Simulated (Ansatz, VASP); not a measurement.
Cu in VASP and in Ansatz

File INCAR:

```
SYSTEM = Cu
PREC     = Accurate       ! precision mode
ENCUT    = 520            ! plane-wave cutoff, eV
EDIFF    = 1E-6           ! SCF threshold, eV
ISMEAR   = 0              ! smearing method
SIGMA    = 0.15           ! smearing width, eV
LREAL    = .False.        ! projectors in reciprocal space
LASPH    = .True.         ! aspherical terms in the spheres
NELM     = 60             ! most SCF steps
ALGO     = Fast           ! electronic algorithm
ISIF     = 2              ! what is computed and relaxed
LWAVE    = .False.        ! write WAVECAR
LCHARG   = .False.        ! write CHGCAR
GGA      = PE             ! functional
NBANDS   = 12             ! bands
```

KPOINTS

```
Automatic mesh
0
Gamma
  24 24 24
  0 0 0
```

POSCAR

```
Cu
1.0
   -1.3813849647      1.3813849647      1.4043159551
    1.3813849647     -1.3813849647      1.4043159551
    1.3813849647      1.3813849647     -1.4043159551
Cu
1
Direct
    0.0000000000      0.0000000000      0.0000000000
```

Input for Ansatz:

```yaml
crystal:
  lattice:
    - [-1.3813849647, 1.3813849647, 1.4043159551]
    - [1.3813849647, -1.3813849647, 1.4043159551]
    - [1.3813849647, 1.3813849647, -1.4043159551]
  atoms:
    - { symbol: Cu, position: [0.0, 0.0, 0.0] }
basis:
  ecutwfc: 520.0
kpoints:
  mp_grid: { grid: [24, 24, 24] }
hamiltonian:
  xc: pbe
  pseudopotentials: { kind: paw, azcp: { folder: soft_1 } }
scf:
  occupations: { method: gaussian, width: 0.15 }
output:
  forces: true
  stress: true
  eigenvalues: true
```

Alike in both runs: task single point; functional PBE; k mesh 24 × 24 × 24; occupations gaussian, width 0.15 eV; no spin polarisation.

|  | VASP | Ansatz |
| --- | --- | --- |
| version | VASP 6.6.1 | Ansatz 0.2.0 |
| potentials or method | VASP PAW PBE potentials, release 64 (Cu), cutoff 520 eV | scalar-relativistic, plane waves, PAW |
| valence electrons in the cell | 11 | 19 |

```tsv
	VASP	Ansatz	Ansatz less VASP
gap on the k mesh at the Fermi level (eV)	none	none	-
pressure (GPa)	21.9	20.7	-1.19
traceless stress, the component that is largest in VASP (GPa)	0.06	0.07	+0.005
```

A gap of «none» marks a metal or a gap that the smearing closes. VASP's potentials hold 11 valence electrons a cell and Ansatz's 19, so a difference there can come from the potentials and not from the codes.
